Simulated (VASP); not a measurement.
# Ge (P6/mmm) in VASP: further runs

Runs on Ge. Level: LDA. Tasks: single point.

All numbers are computed with VASP 6.6.1; they aren't measurements. Logs are shortened: lines on timing, memory, paths and dates and some standing lists are left out, and cuts for length are marked.

## Step 1: The cell of the first run

The structure is hexagonal, space group P6/mmm (No. 191). Conventional cell: a = 3.765 Å, b = 3.765 Å, c = 2.245 Å, α = 90.00°, β = 90.00°, γ = 120.00°. Ge (site symmetry 6/mmm) has 14 Ge at 2.25 to 2.45 Å within 3.0 Å. Within 2.9 Å of Ge (site symmetry -6m2) lie 11 Ge at 2.17 to 2.45 Å.

## Step 2: Single point, LDA

Input file INCAR:

```
PREC     = Accurate       # precision mode
ENCUT    = 520            # plane-wave cutoff, eV
EDIFF    = 1E-6           # SCF threshold, eV
ISMEAR   = -1             # smearing method
SIGMA    = 0.1            # smearing width, eV
LREAL    = False          # projectors in reciprocal space
LASPH    = True           # aspherical terms in the spheres
NELM     = 100            # most SCF steps
ALGO     = Normal         # electronic algorithm
ISIF     = 2              # what is computed and relaxed
LWAVE    = False          # write WAVECAR
LCHARG   = False          # write CHGCAR
NBANDS   = 28             # bands
```

Input file KPOINTS:

```
regular mesh
0
Gamma
  10 10 13
```

Input file POSCAR:

```
Ge
1.0
    3.7645290262      0.0000000000      0.0000000000
   -1.8822645131      3.2601777700      0.0000000000
    0.0000000000      0.0000000000      2.2452616901
Ge
3
Direct
    0.0000000000      0.0000000000      0.0000000000
    0.3333333333      0.6666666667      0.5000000000
    0.6666666667      0.3333333333      0.5000000000
```

Potentials or basis: VASP PAW LDA potentials, release 64 (Ge_d).

Command:

```
> cat potpaw_LDA.64/Ge_d/POTCAR > POTCAR
> mpirun -np 1 vasp_std > vasp.out
```

OUTCAR:

```text
PREC = Accurate
   ENCUT = 520
   EDIFF = 1E-6
   ISMEAR = -1
   LREAL = False
   LASPH = True
   NELM = 100
   ISIF = 2

 ion  position               nearest neighbor table
   1  0.000  0.000  0.000-   2 2.45   3 2.45   2 2.45   3 2.45   3 2.45   3 2.45   2 2.45   2 2.45
                             3 2.45   3 2.45   2 2.45   2 2.45
   2  0.333  0.667  0.500-   3 2.17   3 2.17   3 2.17   1 2.45   1 2.45   1 2.45   1 2.45   1 2.45
                             1 2.45
   3  0.667  0.333  0.500-   2 2.17   2 2.17   2 2.17   1 2.45   1 2.45   1 2.45   1 2.45   1 2.45
                             1 2.45

  LATTYP: Found a hexagonal cell.
 ALAT       =     3.7645290262
 C/A-ratio  =     0.5964256550

  Lattice vectors:

 A1 = (   3.7645290262,   0.0000000000,   0.0000000000)
 A2 = (  -1.8822645131,   3.2601777700,   0.0000000000)
 A3 = (   0.0000000000,   0.0000000000,   2.2452616901)

Analysis of symmetry for initial positions (statically):
=====================================================================
 Subroutine PRICEL returns:
 Original cell was already a primitive cell.

 Routine SETGRP: Setting up the symmetry group for a
 hexagonal supercell.

 Subroutine GETGRP returns: Found 24 space group operations
 (whereof 24 operations were pure point group operations)
 out of a pool of 24 trial point group operations.

The static configuration has the point symmetry D_6h.

Analysis of symmetry for dynamics (positions and initial velocities):
=====================================================================
 Subroutine PRICEL returns:
 Original cell was already a primitive cell.

 Routine SETGRP: Setting up the symmetry group for a
 hexagonal supercell.

 Subroutine GETGRP returns: Found 24 space group operations
 (whereof 24 operations were pure point group operations)
 out of a pool of 24 trial point group operations.

The dynamic configuration has the point symmetry D_6h.

 Subroutine INISYM returns: Found 24 space group operations
 (whereof 24 operations are pure point group operations),
 and found     1 'primitive' translations

----------------------------------------------------------------------------------------

                                     Primitive cell

  volume of cell :      27.5562

  direct lattice vectors                    reciprocal lattice vectors
     3.764529026  0.000000000  0.000000000     0.265637479  0.153365870  0.000000000
    -1.882264513  3.260177770  0.000000000     0.000000000  0.306731740  0.000000000
     0.000000000  0.000000000  2.245261690     0.000000000  0.000000000  0.445382382

  length of vectors
     3.764529026  3.764529026  2.245261690     0.306731740  0.306731740  0.445382382

  position of ions in fractional coordinates (direct lattice)
     0.000000000  0.000000000  0.000000000
     0.333333333  0.666666667  0.500000000
     0.666666667  0.333333333  0.500000000

  ion indices of the primitive-cell ions
   primitive index   ion index
                 1           1
                 2           2
                 3           3

----------------------------------------------------------------------------------------

 KPOINTS: regular mesh

Automatic generation of k-mesh.
 Grid dimensions read from file:
 generate k-points for:   10   10   13

 Generating k-lattice:

  Cartesian coordinates                     Fractional coordinates (reciprocal lattice)
     0.026563748  0.015336587  0.000000000     0.100000000  0.000000000  0.000000000
     0.000000000  0.030673174  0.000000000     0.000000000  0.100000000  0.000000000
     0.000000000  0.000000000  0.034260183     0.000000000  0.000000000  0.076923077

  Length of vectors
     0.030673174  0.030673174  0.034260183

  Shift w.r.t. Gamma in fractional coordinates (k-lattice)
     0.000000000  0.000000000  0.000000000

 Subroutine IBZKPT returns following result:
 ===========================================

 Found     98 irreducible k-points:

 Following reciprocal coordinates:
            Coordinates               Weight
  0.000000  0.000000  0.000000      1.000000
  0.100000 -0.000000  0.000000      6.000000
  0.200000 -0.000000  0.000000      6.000000
  0.300000  0.000000  0.000000      6.000000
  0.400000  0.000000  0.000000      6.000000
  0.500000 -0.000000  0.000000      3.000000
[... 16 lines left out ...]
  0.300000  0.100000  0.076923     24.000000
  0.400000  0.100000  0.076923     24.000000
 [... further k-points ...]
   k-points           NKPTS =     98   k-points in BZ     NKDIM =     98   number of bands    NBANDS=     28
   number of dos      NEDOS =    301   number of ions     NIONS =      3
   total plane-waves  NPLWV =  14112
   dimension x,y,z NGX =    28 NGY =   28 NGZ =   18
   dimension x,y,z NGXF=    56 NGYF=   56 NGZF=   36
   ions per type =               3
   NGX,Y,Z   is equivalent  to a cutoff of  12.37, 12.37, 13.33 a.u.
   NGXF,Y,Z  is equivalent  to a cutoff of  24.73, 24.73, 26.66 a.u.
 SYSTEM =  unknown system
   PREC   = accura    normal or accurate (medium, high low for compatibility)
   ISTART =      0    job   : 0-new  1-cont  2-samecut
   ICHARG =      2    charge: 1-file 2-atom 10-const
   ISPIN  =      1    spin polarized calculation?
   LNONCOLLINEAR =      F non collinear calculations
   LSORBIT =      F    spin-orbit coupling
   LASPH  =      T    aspherical Exc in radial PAW
   ENCUT  =  520.0 eV  38.22 Ry    6.18 a.u.   7.00  7.00  4.17*2*pi/ulx,y,z
   NELM   =    100;   NELMIN=  2; NELMDL= -5     # of ELM steps
   EDIFF  = 0.1E-05   stopping-criterion for ELM
   LREAL  =      F    real-space projection
   EDIFFG = 0.1E-04   stopping-criterion for IOM
   NSW    =      0    number of steps for IOM
   IBRION =     -1    ionic relax: 0-MD 1-quasi-New 2-CG
   NFREE  =      0    steps in history (QN), initial steepest desc. (CG)
   ISIF   =      2    stress and relaxation
   ISYM   =      2    0-nonsym 1-usesym 2-fastsym
   POTIM  = 0.5000    time-step for ionic-motion
   TEBEG  =    0.0;   TEEND  =   0.0 temperature during run
   PSTRESS=    0.0 pullay stress
   NELECT =      42.0000    total number of electrons
   NUPDOWN=      -1.0000    fix difference up-down
   EMIN   =  10.00;   EMAX   =-10.00  energy-range for DOS
   EFERMI =   0.00;   METHOD = LEGACY
   ISMEAR =    -1;   SIGMA  =   0.10  broadening in eV -4-tet -1-fermi 0-gaus
   EFERMI_NEDOS =   21; number of points for ismear=-14 and -15
   IALGO  =     38    algorithm
   IMIX   =      4    mixing-type and parameters
     AMIX     =   0.40;   BMIX     =  1.00
     AMIX_MAG =   1.60;   BMIX_MAG =  1.00
  volume/ion in A,a.u.               =       9.19        61.99
  Fermi-wavevector in a.u.,A,eV,Ry     =   1.884018  3.560277 48.294184  3.549522
  Thomas-Fermi vector in A             =   2.926822
   LORBIT       =      0    0 simple, 1 ext, 2 COOP (PROOUT), +10 PAW based schemes
   GGA     = CA    functional components
   LHFCALC =     F    Hartree Fock is set to
   AEXX    =    0.0000 exact exchange contribution
   IVDW    =     0    specifies the selected vdW correction
   LEPSILON=     F    determine dielectric tensor
   LRPA    =     F    only Hartree local field effects (RPA)
 non-spin polarized calculation
  energy-cutoff  :      520.00
  volume of cell :       27.56
 maximum number of plane-waves:       755
 NGX is ok and might be reduce to    28
   NGX = 13   NGY = 13   NGZ =  9

 number of electron      41.9999989 magnetization

 Free energy of the ion-electron system (eV)
  ---------------------------------------------------
  ext. energy  EPLUGINS =         0.00000000
  ---------------------------------------------------
  free energy    TOTEN  =        -3.97070280 eV

  energy without entropy =       -3.94636801  energy(sigma->0) =       -3.95853541

 E-fermi :  17.6538     XC(G=0): -15.7826

 val. band max:       17.6322646170   @ k =   0.3000   0.3000   0.3077
 cond. band min:      17.7336386702   @ k =   0.3000   0.3000   0.0000
 fundamental gap:      0.1013740531
 Fermi energy:        17.6537612672

 k-point     1 :       0.0000    0.0000    0.0000
  band No.  band energies     occupation
      1      -9.3110      2.00000
      2      -8.8788      2.00000
      3      -8.7734      2.00000
      4      -8.7013      2.00000
      5      -8.7013      2.00000
      6      -8.5185      2.00000
[... 20 lines left out ...]
     27      37.6583      0.00000
     28      38.0419      0.00000

 k-point     2 :       0.1000   -0.0000    0.0000
  band No.  band energies     occupation
      1      -9.2973      2.00000
      2      -8.8908      2.00000
      3      -8.8122      2.00000
      4      -8.7557      2.00000
      5      -8.7252      2.00000
      6      -8.5688      2.00000
[... 20 lines left out ...]
     27      36.6497      0.00000
     28      37.2696      0.00000

 k-point     3 :       0.2000   -0.0000    0.0000
  band No.  band energies     occupation
      1      -9.2586      2.00000
      2      -8.9510      2.00000
      3      -8.8795      2.00000
      4      -8.8418      2.00000
      5      -8.7768      2.00000
      6      -8.5968      2.00000
[... 20 lines left out ...]
     27      34.3583      0.00000
     28      35.9751      0.00000

 k-point     4 :       0.3000    0.0000    0.0000
  band No.  band energies     occupation
      1      -9.2013      2.00000
      2      -9.0553      2.00000
      3      -8.9294      2.00000
      4      -8.9073      2.00000
      5      -8.8112      2.00000
      6      -8.6230      2.00000
[... 578 lines left out ...]
     27      32.0184      0.00000
     28      32.9837      0.00000

 k-point    23 :       0.3000    0.1000    0.0769
  band No.  band energies     occupation
      1      -9.1245      2.00000
      2      -9.0802      2.00000
      3      -8.9620      2.00000
      4      -8.8948      2.00000
      5      -8.7845      2.00000
      6      -8.6598      2.00000
[... 20 lines left out ...]
     27      31.1461      0.00000
     28      33.3943      0.00000

 k-point    24 :       0.4000    0.1000    0.0769
  band No.  band energies     occupation
      1      -9.1429      2.00000
      2      -9.0528      2.00000
      3      -8.9934      2.00000
      4      -8.9377      2.00000
      5      -8.7934      2.00000
      6      -8.6729      2.00000
[... 20 lines left out ...]
     27      30.7290      0.00000
     28      32.2104      0.00000

 [... further k-points ...]

------------------------ aborting loop because EDIFF is reached ----------------------------------------

  FORCE on cell =-STRESS in cart. coord.  units (eV):
  Direction    XX          YY          ZZ          XY          YZ          ZX
  --------------------------------------------------------------------------------------
  -------------------------------------------------------------------------------------
  Total       41.7472158     41.7472158     41.7568048     -0.0000000      0.0000000     -0.0000000
  in kB     2427.2762201   2427.2762201   2427.8337460     -0.0000000      0.0000000     -0.0000000
  external PRESSURE =    2427.4620621 kB  Pullay stress =       0.0000000 kB

 VOLUME and BASIS-vectors are now :
 -----------------------------------------------------------------------------
  energy-cutoff  :      520.00
  volume of cell :       27.56
      direct lattice vectors                 reciprocal lattice vectors
     3.764529026  0.000000000  0.000000000     0.265637479  0.153365870  0.000000000
    -1.882264513  3.260177770  0.000000000     0.000000000  0.306731740  0.000000000
     0.000000000  0.000000000  2.245261690     0.000000000  0.000000000  0.445382382

 POSITION                                       TOTAL-FORCE (eV/Angst)
 -----------------------------------------------------------------------------------
      0.00000      0.00000      0.00000         0.000000      0.000000     -0.000000
     -0.00000      2.17345      1.12263         0.000000     -0.000000     -0.000000
      1.88226      1.08673      1.12263        -0.000000      0.000000      0.000000
 -----------------------------------------------------------------------------------
    total drift:                                0.000000      0.000000     -0.000000

  FREE ENERGIE OF THE ION-ELECTRON SYSTEM (eV)
  ---------------------------------------------------
  free  energy   TOTEN  =        -3.9707028044 eV

  energy  without entropy=       -3.9463680139  energy(sigma->0) =       -3.95853541
```

It took 85 s on 1 thread of AMD EPYC 7R13, shared host; peak memory 0.14 GiB.

What came out:

```
Free energy            : -3.9707 eV
Pressure               : 242.7 GPa
Band gap on the k mesh : zero (band 21 reaches 21.73 eV, above the bottom of band 22 at 11.64 eV)
```

Levels at points of the mesh, in eV from the Fermi level:
```tsv
k point	band 17	band 18	band 19	band 20	band 21	band 22	band 23	band 24	band 25	band 26
(0.00, 0.00, 0.00)	-7.14	-7.14	-7.07	-7.07	-6.22	-6.02	6.64	11.85	18.93	18.93
(0.50, 0.00, 0.00)	-18.04	-11.38	-9.54	3.85	3.93	3.98	3.98	8.48	10.76	10.82
```

(Part 1 of 2 ends here.)
